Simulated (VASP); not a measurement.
A run of VASP 6.6.1 is set up as follows.

INCAR

```
  PREC = Accurate
  ENCUT = 520
  EDIFF = 1E-6
  ISMEAR = -1
  SIGMA = 0.05
  LREAL = False
  LASPH = True
  NELM = 150
  ALGO = Normal
  ISIF = 2
  LWAVE = False
  LCHARG = False
  MAGMOM = 0 0 0 0 0 0
  LORBIT = 11
  LSORBIT = True
  GGA_COMPAT = False
  LORBMOM = True
  LMAXMIX = 4
  GGA = PE
  NBANDS = 31
```

The input KPOINTS:

```
regular mesh
0
Gamma
  11 11 6
```

Contents of POSCAR:

```
ZnRe
1.0
    2.7482183437      0.0000000000      0.0000000000
   -1.3741091718      2.3800269008      0.0000000000
    0.0000000000      0.0000000000      4.4940660000
Re Zn
1 1
Direct
    0.3333333333      0.6666666667      0.5000000000
    0.0000000000      0.0000000000      0.0000000000
```

Potentials or basis: VASP PAW PBE potentials, release 64 (Re, Zn).

Run with:

```sh
$ cat potpaw_PBE.64/Re/POTCAR potpaw_PBE.64/Zn/POTCAR > POTCAR
$ mpirun -np 1 vasp_ncl > vasp.out
```

Question: What does it give for the net moment?

Answer: 0.00 μB per cell.

Question: Estimate the pressure.

Answer: -1.1 GPa.

Moments on the atoms (μB; x, y, z):
```
Re  0.00 0.00 0.00
Zn  0.00 0.00 0.00
```
